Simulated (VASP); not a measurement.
# BeCd2S2 (P4/mmm) in VASP: further runs, part 3 of 3

VASP 6.6.1. The steps go on from the part before.

## (5) Single point, PBE

This run uses another cell than the first one: it holds 10 atoms, not 5.

The input, INCAR:

```
PREC     = Accurate       # precision mode
ENCUT    = 600            # plane-wave cutoff, eV
EDIFF    = 1E-6           # SCF threshold, eV
ISMEAR   = 0              # smearing method
SIGMA    = 0.2            # smearing width, eV
LREAL    = False          # projectors in reciprocal space
LASPH    = True           # aspherical terms in the spheres
NELM     = 120            # most SCF steps
ALGO     = Normal         # electronic algorithm
ISIF     = 2              # what is computed and relaxed
LWAVE    = False          # write WAVECAR
LCHARG   = False          # write CHGCAR
GGA      = PE             # functional
NBANDS   = 49             # bands
GGA_COMPAT= False
```

The input, KPOINTS:

```
Automatic mesh
0
Gamma
  6 6 2
```

The input, POSCAR:

```
BeCd2S2
1.0
    3.7030809642      0.0000000000      0.0000000000
    0.0000000000      3.7030809642      0.0000000000
    0.0000000000      0.0000000000     14.0534972763
Be Cd S
2 4 4
Direct
    0.0000000000      1.0000000000      0.2500000000
    0.0000000000      1.0000000000      0.7500000000
    0.5000000000      0.5000000000      0.0000000000
    0.5000000000      0.5000000000      0.5000000000
    0.5000000000      0.5000000000      0.2500000000
    0.5000000000      0.5000000000      0.7500000000
    0.0000000000      0.0000000000      0.3906062812
    0.0000000000      0.0000000000      0.8906062812
    0.0000000000      0.0000000000      0.1093937188
    0.0000000000      0.0000000000      0.6093937188
```

Potentials or basis: VASP PAW PBE potentials, release 64 (Be, Cd, S).

Launch:

```console
> cat potpaw_PBE.64/Be/POTCAR potpaw_PBE.64/Cd/POTCAR potpaw_PBE.64/S/POTCAR > POTCAR
> mpirun -np 1 vasp_std > vasp.out
```

OUTCAR:

```text
PREC = Accurate
   ENCUT = 600
   EDIFF = 1E-6
   ISMEAR = 0
   LREAL = False
   LASPH = True
   NELM = 120
   ISIF = 2
   GGA = PE

 ion  position               nearest neighbor table
   1  0.000  0.000  0.250-   7 1.98   9 1.98   5 2.62   5 2.62   5 2.62   5 2.62
   2  0.000  0.000  0.750-   8 1.98  10 1.98   6 2.62   6 2.62   6 2.62   6 2.62
   3  0.500  0.500  0.000-   8 3.04   9 3.04   8 3.04   9 3.04   8 3.04   9 3.04   8 3.04   9 3.04
                             5 3.51   6 3.51
   4  0.500  0.500  0.500-   7 3.04  10 3.04   7 3.04  10 3.04   7 3.04  10 3.04   7 3.04  10 3.04
                             5 3.51   6 3.51
   5  0.500  0.500  0.250-   1 2.62   1 2.62   1 2.62   1 2.62   7 3.28   9 3.28   9 3.28   7 3.28
                             9 3.28   7 3.28   7 3.28   9 3.28   4 3.51   3 3.51
   6  0.500  0.500  0.750-   2 2.62   2 2.62   2 2.62   2 2.62   8 3.28  10 3.28  10 3.28   8 3.28
                            10 3.28   8 3.28   8 3.28  10 3.28   4 3.51   3 3.51
   7  0.000  0.000  0.391-   1 1.98   4 3.04   4 3.04   4 3.04   4 3.04   5 3.28   5 3.28   5 3.28
                             5 3.28
   8  0.000  0.000  0.891-   2 1.98   3 3.04   3 3.04   3 3.04   3 3.04   6 3.28   6 3.28   6 3.28
                             6 3.28
   9  0.000  0.000  0.109-   1 1.98   3 3.04   3 3.04   3 3.04   3 3.04   5 3.28   5 3.28   5 3.28
                             5 3.28
  10  0.000  0.000  0.609-   2 1.98   4 3.04   4 3.04   4 3.04   4 3.04   6 3.28   6 3.28   6 3.28
                             6 3.28
[... 7 lines left out ...]
 A1 = (   3.7030809642,   0.0000000000,   0.0000000000)
 A2 = (   0.0000000000,   3.7030809642,   0.0000000000)
 A3 = (   0.0000000000,   0.0000000000,  14.0534972763)

Analysis of symmetry for initial positions (statically):
=====================================================================
 Subroutine PRICEL returns following result:

  LATTYP: Found a simple tetragonal cell.
 ALAT       =     3.7030809642
 C/A-ratio  =     1.8975411842

  Lattice vectors:

 A1 = (   3.7030809642,   0.0000000000,   0.0000000000)
 A2 = (   0.0000000000,   3.7030809642,   0.0000000000)
 A3 = (   0.0000000000,   0.0000000000,   7.0267486381)

   2 primitive cells build up your supercell.

 Routine SETGRP: Setting up the symmetry group for a
 simple tetragonal supercell.

 Subroutine GETGRP returns: Found 16 space group operations
 (whereof 16 operations were pure point group operations)
 out of a pool of 16 trial point group operations.

The static configuration has the point symmetry D_4h.

Analysis of symmetry for dynamics (positions and initial velocities):
=====================================================================
 Subroutine PRICEL returns following result:

  LATTYP: Found a simple tetragonal cell.
 ALAT       =     3.7030809642
 C/A-ratio  =     1.8975411842

  Lattice vectors:

 A1 = (   3.7030809642,   0.0000000000,   0.0000000000)
 A2 = (   0.0000000000,   3.7030809642,   0.0000000000)
 A3 = (   0.0000000000,   0.0000000000,   7.0267486381)

   2 primitive cells build up your supercell.

 Routine SETGRP: Setting up the symmetry group for a
 simple tetragonal supercell.

 Subroutine GETGRP returns: Found 16 space group operations
 (whereof 16 operations were pure point group operations)
 out of a pool of 16 trial point group operations.

The dynamic configuration has the point symmetry D_4h.
[... 81 lines left out ...]
  0.500000  0.500000  0.500000      1.000000
   k-points           NKPTS =     20   k-points in BZ     NKDIM =     20   number of bands    NBANDS=     49
   number of dos      NEDOS =    301   number of ions     NIONS =     10
   total plane-waves  NPLWV = 100800
   dimension x,y,z NGX =    30 NGY =   30 NGZ =  112
   dimension x,y,z NGXF=    60 NGYF=   60 NGZF=  224
   ions per type =               2   4   4
   NGX,Y,Z   is equivalent  to a cutoff of  13.47, 13.47, 13.25 a.u.
   NGXF,Y,Z  is equivalent  to a cutoff of  26.94, 26.94, 26.50 a.u.
 SYSTEM =  unknown system
   PREC   = accura    normal or accurate (medium, high low for compatibility)
   ISTART =      0    job   : 0-new  1-cont  2-samecut
   ICHARG =      2    charge: 1-file 2-atom 10-const
   ISPIN  =      1    spin polarized calculation?
   LNONCOLLINEAR =      F non collinear calculations
   LSORBIT =      F    spin-orbit coupling
   LASPH  =      T    aspherical Exc in radial PAW
   ENCUT  =  600.0 eV  44.10 Ry    6.64 a.u.   7.40  7.40 28.07*2*pi/ulx,y,z
   NELM   =    120;   NELMIN=  2; NELMDL= -5     # of ELM steps
   EDIFF  = 0.1E-05   stopping-criterion for ELM
   LREAL  =      F    real-space projection
   EDIFFG = 0.1E-04   stopping-criterion for IOM
   NSW    =      0    number of steps for IOM
   IBRION =     -1    ionic relax: 0-MD 1-quasi-New 2-CG
   NFREE  =      0    steps in history (QN), initial steepest desc. (CG)
   ISIF   =      2    stress and relaxation
   ISYM   =      2    0-nonsym 1-usesym 2-fastsym
   POTIM  = 0.5000    time-step for ionic-motion
   TEBEG  =    0.0;   TEEND  =   0.0 temperature during run
   PSTRESS=    0.0 pullay stress
   NELECT =      76.0000    total number of electrons
   NUPDOWN=      -1.0000    fix difference up-down
   EMIN   =  10.00;   EMAX   =-10.00  energy-range for DOS
   EFERMI =   0.00;   METHOD = LEGACY
   ISMEAR =     0;   SIGMA  =   0.20  broadening in eV -4-tet -1-fermi 0-gaus
   EFERMI_NEDOS =   21; number of points for ismear=-14 and -15
   IALGO  =     38    algorithm
   IMIX   =      4    mixing-type and parameters
     AMIX     =   0.40;   BMIX     =  1.00
     AMIX_MAG =   1.60;   BMIX_MAG =  1.00
  volume/ion in A,a.u.               =      19.27       130.05
  Fermi-wavevector in a.u.,A,eV,Ry     =   1.200538  2.268687 19.609947  1.441290
  Thomas-Fermi vector in A             =   2.336371
   LORBIT       =      0    0 simple, 1 ext, 2 COOP (PROOUT), +10 PAW based schemes
   GGA     = PE    functional components
   LHFCALC =     F    Hartree Fock is set to
   AEXX    =    0.0000 exact exchange contribution
   IVDW    =     0    specifies the selected vdW correction
   LEPSILON=     F    determine dielectric tensor
   LRPA    =     F    only Hartree local field effects (RPA)
 non-spin polarized calculation
 Gauss-broadening in eV      SIGMA  =   0.20
  energy-cutoff  :      600.00
  volume of cell :      192.71
 maximum number of plane-waves:      6497
 NGX is ok and might be reduce to    30

 number of electron      76.0000036 magnetization

 Free energy of the ion-electron system (eV)
  ---------------------------------------------------
  ext. energy  EPLUGINS =         0.00000000
  ---------------------------------------------------
  free energy    TOTEN  =       -27.63902182 eV

  energy without entropy =      -27.58327015  energy(sigma->0) =      -27.61114598

 E-fermi :   3.6051     XC(G=0): -10.1629

 val. band max:        3.5973011095   @ k =   0.3333   0.0000   0.0000
 cond. band min:       3.6659322818   @ k =   0.3333   0.1667   0.0000
 fundamental gap:      0.0686311723
 Fermi energy:         3.6050532630

 k-point     1 :       0.0000    0.0000    0.0000
  band No.  band energies     occupation
      1      -9.9999      2.00000
      2      -9.8238      2.00000
      3      -9.4397      2.00000
      4      -9.1825      2.00000
      5      -5.2458      2.00000
      6      -5.1829      2.00000
[... 1029 lines left out ...]
     48       8.4869      0.00000
     49       8.4869      0.00000

------------------------ aborting loop because EDIFF is reached ----------------------------------------

  FORCE on cell =-STRESS in cart. coord.  units (eV):
  Direction    XX          YY          ZZ          XY          YZ          ZX
  --------------------------------------------------------------------------------------
  -------------------------------------------------------------------------------------
  Total        0.7228584      0.7228584     -0.7059964      0.0000000     -0.0000000      0.0000000
  in kB        6.0097025      6.0097025     -5.8695156      0.0000000     -0.0000000      0.0000000
  external PRESSURE =       2.0499631 kB  Pullay stress =       0.0000000 kB

 VOLUME and BASIS-vectors are now :
 -----------------------------------------------------------------------------
  energy-cutoff  :      600.00
  volume of cell :      192.71
      direct lattice vectors                 reciprocal lattice vectors
     3.703080964  0.000000000  0.000000000     0.270045405  0.000000000  0.000000000
     0.000000000  3.703080964  0.000000000     0.000000000  0.270045405  0.000000000
     0.000000000  0.000000000 14.053497276     0.000000000  0.000000000  0.071156665

 POSITION                                       TOTAL-FORCE (eV/Angst)
 -----------------------------------------------------------------------------------
      0.00000      0.00000      3.51337         0.000000     -0.000000      0.000000
      0.00000      0.00000     10.54012         0.000000     -0.000000      0.000000
      1.85154      1.85154      0.00000         0.000000     -0.000000      0.000000
      1.85154      1.85154      7.02675         0.000000     -0.000000      0.000000
      1.85154      1.85154      3.51337        -0.000000      0.000000      0.000000
      1.85154      1.85154     10.54012        -0.000000      0.000000      0.000000
      0.00000      0.00000      5.48938         0.000000     -0.000000     -0.109463
      0.00000      0.00000     12.51613         0.000000     -0.000000     -0.109463
      0.00000      0.00000      1.53736         0.000000     -0.000000      0.109463
      0.00000      0.00000      8.56411         0.000000     -0.000000      0.109463
 -----------------------------------------------------------------------------------
    total drift:                                0.000000      0.000000      0.000000

  FREE ENERGIE OF THE ION-ELECTRON SYSTEM (eV)
  ---------------------------------------------------
  free  energy   TOTEN  =       -27.6390218157 eV

  energy  without entropy=      -27.5832701471  energy(sigma->0) =      -27.61114598
```

Wall time 6.1 min (1 thread of Intel Xeon 8259CL, shared host); peak memory 0.43 GiB.

Results:

```yaml
Free_energy: -27.6390 eV
Pressure: 0.2 GPa
Largest_force: 0.109 eV/Å
Band_gap_on_the_k_mesh: zero (bands 38 and 39 overlap by 1.54 eV)
```

Forces in eV/Å, atoms in the order of the input:
```
Be   0.000  0.000  0.000
Be   0.000  0.000  0.000
Cd   0.000  0.000  0.000
Cd   0.000  0.000  0.000
Cd   0.000  0.000  0.000
Cd   0.000  0.000  0.000
S    0.000  0.000 -0.109
S    0.000  0.000 -0.109
S    0.000  0.000  0.109
S    0.000  0.000  0.109
```

Stress tensor (GPa, compression positive):
```
 0.60  0.00  0.00
 0.00  0.60  0.00
 0.00  0.00 -0.59
```

Levels at points of the mesh, in eV from the Fermi level:
| k point | band 36 | band 37 | band 38 | band 39 | band 40 | band 41 |
| --- | --- | --- | --- | --- | --- | --- |
| (0.00, 0.00, 0.00) | -1.08 | -1.08 | -0.51 | -0.38 | 1.65 | 1.93 |
| (0.50, 0.00, 0.00) | -1.25 | -1.05 | -0.57 | 0.92 | 1.32 | 2.51 |
| (0.50, 0.50, 0.00) | -2.47 | -1.89 | -1.25 | -1.04 | -0.55 | -0.55 |
| (0.00, 0.00, 0.50) | -1.35 | -1.35 | -1.35 | 0.57 | 0.57 | 3.14 |
| (0.50, 0.00, 0.50) | -1.43 | -1.12 | -1.12 | 1.67 | 1.67 | 2.13 |
| (0.50, 0.50, 0.50) | -2.65 | -1.71 | -1.71 | -0.16 | -0.16 | 0.19 |

## (6) Relaxation of cell and atoms, PBE

The input, INCAR:

```
SYSTEM = BeCd2S2
PREC     = Accurate       ! precision mode
ENCUT    = 600            ! plane-wave cutoff, eV
EDIFF    = 1E-7           ! SCF threshold, eV
ISMEAR   = 0              ! smearing method
SIGMA    = 0.1            ! smearing width, eV
LREAL    = .False.        ! projectors in reciprocal space
LASPH    = .True.         ! aspherical terms in the spheres
NELM     = 120            ! most SCF steps
ALGO     = Normal         ! electronic algorithm
ISIF     = 3              ! what is computed and relaxed
LWAVE    = .False.        ! write WAVECAR
LCHARG   = .False.        ! write CHGCAR
GGA      = PE             ! functional
IBRION   = 2              ! ionic algorithm
NSW      = 90             ! ionic steps
EDIFFG   = -0.04          ! ionic threshold
GGA_COMPAT= .False.      
NELMIN   = 4
```

The input, KPOINTS:

```
Automatic mesh
0
Gamma
  6 6 4
  0 0 0
```

The input, POSCAR:

```
BeCd2S2
1.0
    3.7115450361      0.0000000000      0.0000000000
    0.0000000000      3.7115450361      0.0000000000
    0.0000000000      0.0000000000      7.0454096265
Be Cd S
1 2 2
Direct
    0.0000000000      0.0000000000      0.5000000000
    0.5000000000      0.5000000000      0.0000000000
    0.5000000000      0.5000000000      0.5000000000
    0.0000000000      0.0000000000      0.7811320485
    0.0000000000      0.0000000000      0.2188679515
```

Potentials or basis: VASP PAW PBE potentials, release 64 (Be, Cd, S).

Launch:

```console
> cat potpaw_PBE.64/Be/POTCAR potpaw_PBE.64/Cd/POTCAR potpaw_PBE.64/S/POTCAR > POTCAR
> mpirun -np 1 vasp_std > vasp.out
```

Wall time 4.3 min (1 thread of Intel Xeon 8259CL, shared host); peak memory 0.27 GiB.

The run converged. Its results:

| Property | Result |
| --- | --- |
| Free energy | -13.8124 eV |
| Relaxed volume | 19.46 Å³/atom |
| Relaxed cell | a = 3.727 Å, b = 3.727 Å, c = 7.002 Å, α = 90.00°, β = 90.00°, γ = 90.00° |
| Space group after relaxing (to 0.1 Å) | P4/mmm (No. 123) |
| Energy gained by relaxing | 0.9 meV/atom |
| Ionic steps | 4 |
| Pressure after relaxing | 0.1 GPa |
| Band gap on the k mesh | zero (bands 19 and 20 overlap by 1.56 eV) |

Step by step:
```csv
step,energy change (eV),largest force (eV/Å),pressure (GPa),volume (Å³)
1,0.0000,0.1488,-0.17,97.05
2,-0.0037,0.0257,0.39,96.76
3,-0.0038,0.0024,0.31,96.80
4,-0.0045,0.0008,0.11,97.28
```

Final structure:
```
CELL_PARAMETERS angstrom
3.72721 0.00000 0.00000
0.00000 3.72721 0.00000
0.00000 0.00000 7.00236
ATOMIC_POSITIONS crystal
Be 0.00000 0.00000 0.50000
Cd 0.50000 0.50000 0.00000
Cd 0.50000 0.50000 0.50000
S 0.00000 0.00000 0.78013
S 0.00000 0.00000 0.21987
```

Levels at points of the mesh, in eV from the Fermi level:
| k point | band 15 | band 16 | band 17 | band 18 | band 19 | band 20 | band 21 | band 22 | band 23 |
| --- | --- | --- | --- | --- | --- | --- | --- | --- | --- |
| (0.00, 0.00, 0.00) | -2.74 | -2.53 | -2.53 | -1.15 | -1.15 | 1.58 | 1.83 | 2.76 | 2.76 |
| (0.50, 0.00, 0.00) | -4.04 | -2.55 | -2.41 | -1.57 | -1.13 | 0.94 | 2.52 | 4.72 | 4.92 |
| (0.50, 0.50, 0.00) | -4.17 | -2.54 | -2.50 | -2.50 | -1.97 | -0.51 | -0.51 | 0.96 | 1.57 |
| (0.00, 0.00, 0.50) | -1.98 | -1.98 | -1.93 | -1.93 | -0.61 | -0.48 | 3.51 | 3.51 | 4.70 |
| (0.50, 0.00, 0.50) | -4.80 | -4.11 | -1.41 | -1.33 | -0.52 | 1.28 | 2.48 | 3.95 | 5.09 |
| (0.50, 0.50, 0.50) | -4.02 | -3.89 | -3.89 | -2.89 | -1.33 | -1.11 | 0.98 | 0.98 | 3.95 |

## (7) The runs side by side

| task | cell | k mesh | smearing | gap on the mesh (eV) | pressure (GPa) | relaxed volume (Å³/atom) | largest force (eV/Å) |
| --- | --- | --- | --- | --- | --- | --- | --- |
| single point | a = 3.723, b = 3.723, c = 7.000 Å, 5 atoms, atomic positions A | 6 × 6 × 4 | gaussian 0.1 eV | none | 0.2 | - | 0.01 |
| relaxation of cell and atoms | relaxed from a = 4.070, b = 4.070, c = 6.043 Å, 5 atoms, atomic positions B | 4 × 4 × 4 | gaussian 0.1 eV | none | 0.0 | 19.46 | 0.01 |
| single point | a = 3.703, b = 3.703, c = 7.027 Å, 5 atoms, atomic positions A | 10 × 10 × 6 | gaussian 0.1 eV | none | 0.1 | - | 0.02 |
| single point | a = 3.703, b = 3.703, c = 14.053 Å, 10 atoms, atomic positions C | 6 × 6 × 2 | gaussian 0.2 eV | none | 0.2 | - | 0.11 |
| relaxation of cell and atoms | relaxed from a = 3.712, b = 3.712, c = 7.045 Å, 5 atoms, atomic positions A | 6 × 6 × 4 | gaussian 0.1 eV | none | 0.1 | 19.46 | - |

Alike in all rows: level PBE; potentials or basis VASP PAW PBE potentials, release 64 (Be, Cd, S); no spin polarisation; cutoff (eV) 600.

Caveats: some runs use coarse meshes; a cell axis changed by over 15 % at a fixed basis, so the end point is rough (at least some runs).

Absolute energies hang on the potentials; compare differences alone.
